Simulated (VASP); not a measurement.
Crystal: GaP.

```
Ga P
1.0
     0.00000    2.69815    2.74898
     2.69815    0.00000    2.74898
     2.69815    2.69815    0.00000
Ga P
1 1
Direct
  0.00000 0.00000 0.00000
  0.25000 0.25000 0.25000
```

This cell differs from its parent crystal: epitaxial xy strain -1.0%.

Base run:

```yaml
Program: VASP 6.6.1
Functional: PBE
Potentials_or_basis: VASP PAW PBE potentials, release 64 (Ga_d, P)
Cutoff: 500 eV
k_mesh: 8 × 8 × 8
Occupations: fermi-dirac, width 0.02 eV
Spin: no spin polarisation
```

Its results: band gap on the k mesh 1.53 eV, indirect (least direct gap 1.88 eV); pressure 3.4 GPa.

**Question.** The run is repeated on the same cell with these changes: k mesh from 8 × 8 × 8 to 4 × 4 × 4; occupations from fermi-dirac, width 0.02 eV to gaussian, width 0.01 eV. What comes out?

**Answer.** Band gap on the k mesh 1.53 eV, indirect (least direct gap 1.87 eV); pressure 3.9 GPa.

Caveats: some runs use coarse meshes.

A k mesh can miss the band edges.
